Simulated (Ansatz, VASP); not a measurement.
# C: VASP beside Ansatz

The input INCAR:

```
PREC     = Accurate       # precision mode
ENCUT    = 520            # plane-wave cutoff, eV
EDIFF    = 1E-6           # SCF threshold, eV
ISMEAR   = 0              # smearing method
SIGMA    = 0.1            # smearing width, eV
LREAL    = False          # projectors in reciprocal space
LASPH    = True           # aspherical terms in the spheres
NELM     = 80             # most SCF steps
ALGO     = Normal         # electronic algorithm
ISIF     = 2              # what is computed and relaxed
LWAVE    = False          # write WAVECAR
LCHARG   = False          # write CHGCAR
GGA      = PE             # functional
NBANDS   = 16             # bands
```

File KPOINTS:

```
regular mesh
0
Gamma
  14 14 4
```

File POSCAR:

```
C
1.0
    1.2159619696     -2.1479622876      0.0091232276
    1.2232502972      2.1521701653     -0.0413730204
   -0.0941886657     -0.0851463517      7.1476530721
C
4
Direct
    0.1034933285      0.9456230676      0.7488005552
    0.5908149738      0.4138432831      0.2394105085
    0.9242568809      0.0859987362      0.2421136921
    0.4285181549      0.5893271320      0.7486182121
```

Input for Ansatz:

```yaml
crystal:
  lattice:
    - [1.2159619696, -2.1479622876, 0.0091232276]
    - [1.2232502972, 2.1521701653, -0.0413730204]
    - [-0.0941886657, -0.0851463517, 7.1476530721]
  atoms:
    - { symbol: C, position: [0.1034933285, 0.9456230676, 0.7488005552] }
    - { symbol: C, position: [0.5908149738, 0.4138432831, 0.2394105085] }
    - { symbol: C, position: [0.9242568809, 0.0859987362, 0.2421136921] }
    - { symbol: C, position: [0.4285181549, 0.589327132, 0.7486182121] }
basis:
  ecutwfc: 420
kpoints:
  mp_grid: { grid: [14, 14, 4] }
hamiltonian:
  xc: pbe
scf:
  occupations: { method: gaussian, width: 0.1 }
output:
  forces: true
  stress: true
  eigenvalues: true
```

Change from the starting cell: all atoms moved at random (sigma 0.04 Å), cell strained at random (1 %).

Alike in both runs: task single point; functional PBE; k mesh 14 × 14 × 4; occupations gaussian, width 0.1 eV; no spin polarisation.

|  | VASP | Ansatz |
| --- | --- | --- |
| version | VASP 6.6.1 | Ansatz 0.2.0 |
| potentials or method | VASP PAW PBE potentials, release 64 (C), cutoff 520 eV | scalar-relativistic, plane waves, PAW |
| valence electrons in the cell | 16 | 16 |

```csv
,VASP,Ansatz,Ansatz less VASP
gap on the k mesh at the Fermi level (eV),0.48,0.48,0.000
least direct gap on the mesh (eV),0.48,0.48,0.000
pressure (GPa),3.3,2.9,-0.40
"traceless stress, the component that is largest in VASP (GPa)",9.39,9.10,-0.293
rms of the force components (eV/Å),1.247,1.246,-0.0013
```

Atom by atom the forces differ by 0.002 eV/Å (rms over components).
